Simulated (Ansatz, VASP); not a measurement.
## MgH2: VASP beside Ansatz

```xyz
6
Lattice="4.5168 0.0000 0.0000 0.0000 4.5168 0.0000 0.0000 0.0000 3.0205" Properties=species:S:1:pos:R:3 pbc="T T T"
Mg    0.0000    0.0000    0.0000
Mg    2.2584    2.2584    1.5103
H     1.3821    1.3821    0.0000
H     0.8763    3.6405    1.5103
H     3.1347    3.1347    0.0000
H     3.6405    0.8763    1.5103
```

Alike in both runs: task single point; functional r2SCAN; k mesh 4 × 4 × 6; occupations gaussian, width 0.1 eV; no spin polarisation.

```csv
,VASP,Ansatz
version,VASP 6.6.1,Ansatz 0.2.0
potentials or method,"VASP PAW PBE potentials, release 64 (Mg, H), cutoff 660 eV","scalar-relativistic, plane waves, PAW"
valence electrons in the cell,8,24
```

VASP gave:

```
gap on the k mesh at the Fermi level (eV)                     : 4.54
least direct gap on the mesh (eV)                             : 5.31
pressure (GPa)                                                : -1.4
traceless stress, the component that is largest in VASP (GPa) : -0.36
rms of the force components (eV/Å)                            : 0.020
```

Q: What did Ansatz give for the same quantities?

A: gap on the k mesh at the Fermi level (eV): 4.57; least direct gap on the mesh (eV): 5.33; pressure (GPa): -1.1; traceless stress, the component that is largest in VASP (GPa): -0.28; rms of the force components (eV/Å): 0.021.

VASP's potentials were made for PBE, not for r2SCAN. Atom by atom the forces differ by 0.001 eV/Å (rms over components). VASP's potentials hold 8 valence electrons a cell and Ansatz's 24, so a difference there can come from the potentials and not from the codes.
